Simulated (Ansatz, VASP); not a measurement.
## FeO: VASP beside Ansatz

File INCAR:

```
PREC = Accurate
ENCUT = 600
EDIFF = 1E-6
ISMEAR = 0
SIGMA = 0.017
LREAL = F
LASPH = T
NELM = 200
ALGO = Normal
ISIF = 2
LWAVE = F
LCHARG = T
ISPIN = 2
MAGMOM = 3 0
LORBIT = 11
LMAXMIX = 4
GGA = PE
LELF = T
LVHAR = T
NBANDS = 22
GGA_COMPAT = F
```

KPOINTS

```
regular mesh
0
Gamma
  11 11 11
```

File POSCAR:

```
FeO
1.0
    0.0000000000      2.1554000000      2.1554000000
    2.1554000000      0.0000000000      2.1554000000
    2.1554000000      2.1554000000      0.0000000000
Fe O
1 1
Direct
    0.0000000000      0.0000000000      0.0000000000
    0.5000000000      0.5000000000      0.5000000000
```

Contents of input.yaml:

```yaml
crystal:
  lattice:
    - [0.0, 2.1554, 2.1554]
    - [2.1554, 0.0, 2.1554]
    - [2.1554, 2.1554, 0.0]
  atoms:
    - { symbol: Fe, position: [0.0, 0.0, 0.0], spin: 3.0 }
    - { symbol: O, position: [0.5, 0.5, 0.5] }
hamiltonian:
  xc: pbe
  pseudopotentials: { kind: paw }
magnetization:
  spin_polarized: true
kpoints:
  mp_grid: { grid: [11, 11, 11] }
scf:
  occupations: { method: gaussian, width: 0.017 }
output:
  forces: true
  stress: true
  eigenvalues: true
```

Alike in both runs: task single point; functional PBE; k mesh 11 × 11 × 11; occupations gaussian, width 0.017 eV; collinear spin.

```csv
,VASP,Ansatz
version,VASP 6.6.1,Ansatz 0.2.0
potentials or method,"VASP PAW PBE potentials, release 64 (Fe_sv, O)",Ansatz PAW
plane-wave cutoff (eV),600,420
valence electrons in the cell,22,22
```

```tsv
	VASP	Ansatz	Ansatz less VASP
gap on the k mesh at the Fermi level (eV)	none	none	-
pressure (GPa)	-2.6	-0.3	+2.36
net moment per atom (μB)	2.00	2.00	0.000
size of the moment on the site where the two differ most (μB)	3.48	3.45	-0.027
```

Site moments also hang on the region over which each program counts them. A gap of «none» marks a metal or a gap that the smearing closes.
